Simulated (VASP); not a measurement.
# SiC3 (R3m) in VASP: a series of runs

SiC3 is run at these levels: PBE; tasks: single point.

Everything below comes from runs of VASP 6.6.1. Logs are shortened: lines on timing, memory, paths and dates and some standing lists are left out, and cuts for length are marked.

## 1. The cell of the first run

Symmetry: R3m, No. 160, trigonal system. Conventional cell: a = 2.831 Å, b = 2.831 Å, c = 14.010 Å, α = 90.00°, β = 90.00°, γ = 120.00°. C (site symmetry 3m) has 3 C at 1.72 Å and 1 Si at 1.89 Å within 2.3 Å. C (site symmetry 3m) has 1 C at 1.54 Å and 3 Si at 1.79 Å within 2.0 Å. Within 2.0 Å of C (site symmetry 3m) lie 4 C at 1.54 to 1.72 Å. Within 2.4 Å of Si (site symmetry 3m) lie 4 C at 1.79 to 1.89 Å.

## 2. Single point, PBE

The input, INCAR:

```
SYSTEM = SiC3
PREC = Accurate ; ENCUT = 520
EDIFF = 1E-6 ; ISMEAR = 0
SIGMA = 0.01 ; LREAL = .False.
LASPH = .True. ; NELM = 60
ALGO = Normal ; ISIF = 2
LWAVE = .False. ; LCHARG = .True.
GGA = PE ; LELF = .True.
LVHAR = .True. ; NBANDS = 16
```

The input, KPOINTS:

```
regular mesh
0
Gamma
  8 8 8
  0 0 0
```

The input, POSCAR:

```
SiC3
1.0
    1.4154339595      0.8172011775      4.6700734293
   -1.4154339595      0.8172011775      4.6700734293
    0.0000000000     -1.6344023551      4.6700734293
C Si
3 1
Direct
    1.0082378924      0.0082378924      0.0082378924
    0.4889604674      0.4889604674      0.4889604674
    0.3791724033      0.3791724033      0.3791724033
    0.8736292368      0.8736292368      0.8736292368
```

Potentials or basis: VASP PAW PBE potentials, release 64 (C, Si).

Run with:

```sh
$ cat potpaw_PBE.64/C/POTCAR potpaw_PBE.64/Si/POTCAR > POTCAR
$ mpirun -np 1 vasp_std > vasp.out
```

OUTCAR:

```text
SYSTEM = SiC3
   PREC = Accurate
   ENCUT = 520
   EDIFF = 1E-6
   ISMEAR = 0
   LREAL = .False.
   LASPH = .True.
   NELM = 60
   ISIF = 2
   GGA = PE

 ion  position               nearest neighbor table
   1  0.008  0.008  0.008-   3 1.72   3 1.72   3 1.72   4 1.89
   2  0.489  0.489  0.489-   3 1.54   4 1.79   4 1.79   4 1.79
   3  0.379  0.379  0.379-   2 1.54   1 1.72   1 1.72   1 1.72
   4  0.874  0.874  0.874-   2 1.79   2 1.79   2 1.79   1 1.89

  LATTYP: Found a trigonal (rhomboedric) cell.
 ALAT       =     4.9478133446
 COS(alpha) =     0.8363249046

  Lattice vectors:

 A1 = (   1.4154339595,   0.8172011775,   4.6700734293)
 A2 = (  -1.4154339595,   0.8172011775,   4.6700734293)
 A3 = (   0.0000000000,  -1.6344023551,   4.6700734293)

Analysis of symmetry for initial positions (statically):
=====================================================================
 Subroutine PRICEL returns:
 Original cell was already a primitive cell.

 Routine SETGRP: Setting up the symmetry group for a
 trigonal (rhombohedral) supercell.

 Subroutine GETGRP returns: Found  6 space group operations
 (whereof  6 operations were pure point group operations)
 out of a pool of 12 trial point group operations.

The static configuration has the point symmetry C_3v.

Analysis of symmetry for dynamics (positions and initial velocities):
=====================================================================
 Subroutine PRICEL returns:
 Original cell was already a primitive cell.

 Routine SETGRP: Setting up the symmetry group for a
 trigonal (rhombohedral) supercell.

 Subroutine GETGRP returns: Found  6 space group operations
 (whereof  6 operations were pure point group operations)
 out of a pool of 12 trial point group operations.

The dynamic configuration has the point symmetry C_3v.

 Subroutine INISYM returns: Found  6 space group operations
 (whereof  6 operations are pure point group operations),
 and found     1 'primitive' translations

----------------------------------------------------------------------------------------

                                     Primitive cell

  volume of cell :      32.4111

  direct lattice vectors                    reciprocal lattice vectors
     1.415433960  0.817201177  4.670073429     0.353248554  0.203948148  0.071376465
    -1.415433960  0.817201177  4.670073429    -0.353248554  0.203948148  0.071376465
     0.000000000 -1.634402355  4.670073429     0.000000000 -0.407896296  0.071376465

[... 85 lines left out ...]
   ENCUT  =  520.0 eV  38.22 Ry    6.18 a.u.   9.20  9.20  9.20*2*pi/ulx,y,z
   NELM   =     60;   NELMIN=  2; NELMDL= -5     # of ELM steps
   EDIFF  = 0.1E-05   stopping-criterion for ELM
   LREAL  =      F    real-space projection
   EDIFFG = 0.1E-04   stopping-criterion for IOM
   NSW    =      0    number of steps for IOM
   IBRION =     -1    ionic relax: 0-MD 1-quasi-New 2-CG
   NFREE  =      0    steps in history (QN), initial steepest desc. (CG)
   ISIF   =      2    stress and relaxation
   ISYM   =      2    0-nonsym 1-usesym 2-fastsym
   POTIM  = 0.5000    time-step for ionic-motion
   TEBEG  =    0.0;   TEEND  =   0.0 temperature during run
   PSTRESS=    0.0 pullay stress
   NELECT =      16.0000    total number of electrons
   NUPDOWN=      -1.0000    fix difference up-down
   EMIN   =  10.00;   EMAX   =-10.00  energy-range for DOS
   EFERMI =   0.00;   METHOD = LEGACY
   ISMEAR =     0;   SIGMA  =   0.01  broadening in eV -4-tet -1-fermi 0-gaus
   EFERMI_NEDOS =   21; number of points for ismear=-14 and -15
   IALGO  =     38    algorithm
   IMIX   =      4    mixing-type and parameters
     AMIX     =   0.40;   BMIX     =  1.00
     AMIX_MAG =   1.60;   BMIX_MAG =  1.00
  volume/ion in A,a.u.               =       8.10        54.68
  Fermi-wavevector in a.u.,A,eV,Ry     =   1.293849  2.445020 22.776773  1.674046
  Thomas-Fermi vector in A             =   2.425469
   LORBIT       =      0    0 simple, 1 ext, 2 COOP (PROOUT), +10 PAW based schemes
   GGA     = PE    functional components
   LHFCALC =     F    Hartree Fock is set to
   AEXX    =    0.0000 exact exchange contribution
   IVDW    =     0    specifies the selected vdW correction
   LEPSILON=     F    determine dielectric tensor
   LRPA    =     F    only Hartree local field effects (RPA)
 non-spin polarized calculation
 Gauss-broadening in eV      SIGMA  =   0.01
  energy-cutoff  :      520.00
  volume of cell :       32.41
 maximum number of plane-waves:       887
 NGX is ok and might be reduce to    40
   NGX = 19   NGY = 19   NGZ = 19

 number of electron      16.0000000 magnetization

 Free energy of the ion-electron system (eV)
  ---------------------------------------------------
  ext. energy  EPLUGINS =         0.00000000
  ---------------------------------------------------
  free energy    TOTEN  =       -31.03564011 eV

  energy without entropy =      -31.03564011  energy(sigma->0) =      -31.03564011

 E-fermi :   9.2384     XC(G=0): -12.0194

 val. band max:        9.1475331684   @ k =   0.0000   0.0000   0.0000
 cond. band min:      10.7323720351   @ k =   0.5000   0.5000   0.0000
 fundamental gap:      1.5848388667
 Fermi energy:         9.2383928215

 k-point     1 :       0.0000    0.0000    0.0000
  band No.  band energies     occupation
      1      -9.3356      2.00000
      2      -4.6163      2.00000
      3      -2.1651      2.00000
      4       6.3090      2.00000
      5       6.3090      2.00000
      6       8.1597      2.00000
[... 433 lines left out ...]
      3       0.0135      2.00000
      4       2.3187      2.00000
      5       5.1349      2.00000
      6       5.4459      2.00000
[... 8 lines left out ...]
     15      19.9705      0.00000
     16      21.0335      0.00000

 [... further k-points ...]
[... 5 lines left out ...]
  --------------------------------------------------------------------------------------
  -------------------------------------------------------------------------------------
  Total        0.6297214      0.6297214      0.7918672      0.0000000     -0.0000000      0.0000000
  in kB       31.1290219     31.1290219     39.1443756      0.0000000     -0.0000000      0.0000000
  external PRESSURE =      33.8008065 kB  Pullay stress =       0.0000000 kB

 VOLUME and BASIS-vectors are now :
 -----------------------------------------------------------------------------
  energy-cutoff  :      520.00
  volume of cell :       32.41
      direct lattice vectors                 reciprocal lattice vectors
     1.415433960  0.817201177  4.670073429     0.353248554  0.203948148  0.071376465
    -1.415433960  0.817201177  4.670073429    -0.353248554  0.203948148  0.071376465
     0.000000000 -1.634402355  4.670073429     0.000000000 -0.407896296  0.071376465

 POSITION                                       TOTAL-FORCE (eV/Angst)
 -----------------------------------------------------------------------------------
      0.00000     -0.00000      0.11541         0.000000     -0.000000      0.215575
      0.00000     -0.00000      6.85044         0.000000      0.000000     -0.302552
      0.00000     -0.00000      5.31229         0.000000      0.000000     -0.139679
      0.00000     -0.00000     12.23974         0.000000     -0.000000      0.226657
 -----------------------------------------------------------------------------------
    total drift:                                0.000000     -0.000000     -0.000005

  FREE ENERGIE OF THE ION-ELECTRON SYSTEM (eV)
  ---------------------------------------------------
  free  energy   TOTEN  =       -31.0356401118 eV

  energy  without entropy=      -31.0356401118  energy(sigma->0) =      -31.03564011
```

It took 3.7 min on 1 thread of AMD EPYC 7R13, shared host; peak memory 0.2 GiB.

What came out:

```
Free energy            : -31.0356 eV
Pressure               : 3.4 GPa
Largest force          : 0.303 eV/Å
Band gap on the k mesh : 1.58 eV, indirect (least direct gap 3.20 eV)
```

Forces in eV/Å, atoms in the order of the input:
```
C    0.000  0.000  0.216
C    0.000  0.000 -0.303
C    0.000  0.000 -0.140
Si   0.000  0.000  0.227
```

Stress tensor (GPa, compression positive):
```
3.11 0.00 0.00
0.00 3.11 0.00
0.00 0.00 3.91
```

A k mesh can miss the band edges. Expect the measured gap to be larger: semilocal functionals such as PBE lack the derivative discontinuity.

## 3. Single point, PBE

The input, INCAR:

```
  ALGO = Normal
  EDIFF = 1E-6
  ENCUT = 520
  GGA = PE
  ISIF = 2
  ISMEAR = 0
  LASPH = True
  LCHARG = True
  LELF = True
  LREAL = False
  LVHAR = True
  LWAVE = False
  NBANDS = 16
  NELM = 100
  PREC = Accurate
  SIGMA = 0.01
```

The input, KPOINTS:

```
k-points
0
Gamma
  8 8 8
```

POSCAR is that of step 2.

Potentials or basis: VASP PAW PBE potentials, release 64 (C, Si).

Run with:

```sh
$ cat potpaw_PBE.64/C/POTCAR potpaw_PBE.64/Si/POTCAR > POTCAR
$ mpirun -np 1 vasp_std > vasp.out
```

It took 3.6 min on 1 thread of AMD EPYC 7R13, shared host; peak memory 0.2 GiB.

The run converged. Its results:

```
Free energy            : -31.0356 eV
Pressure               : 3.4 GPa
Largest force          : 0.303 eV/Å
Band gap on the k mesh : 1.58 eV, indirect (least direct gap 3.20 eV)
```

Forces in eV/Å, atoms in the order of the input:
```
C    0.000  0.000  0.216
C    0.000  0.000 -0.303
C    0.000  0.000 -0.140
Si   0.000  0.000  0.227
```

Stress tensor (GPa, compression positive):
```
3.11 0.00 0.00
0.00 3.11 0.00
0.00 0.00 3.91
```

Levels at points of the mesh, in eV from the valence-band top:
```csv
k point,band 4,band 5,band 6,band 7,band 8,band 9,band 10,band 11,band 12,band 13
"(0.00, 0.00, 0.00)",-2.84,-2.84,-0.99,0.00,0.00,3.86,4.70,4.70,4.90,8.28
"(0.50, 0.00, 0.00)",-8.11,-6.57,-5.06,-4.94,-2.44,3.22,4.11,6.29,8.84,9.10
"(0.50, 0.50, 0.00)",-9.65,-5.38,-5.27,-2.35,-1.62,1.58,2.66,6.43,6.45,6.80
"(0.50, 0.50, 0.50)",-4.98,-2.75,-2.75,-0.35,-0.35,3.93,5.29,5.29,5.56,9.17
```

A k mesh can miss the band edges. PBE gaps usually lie below the measured ones, often by a third to a half.
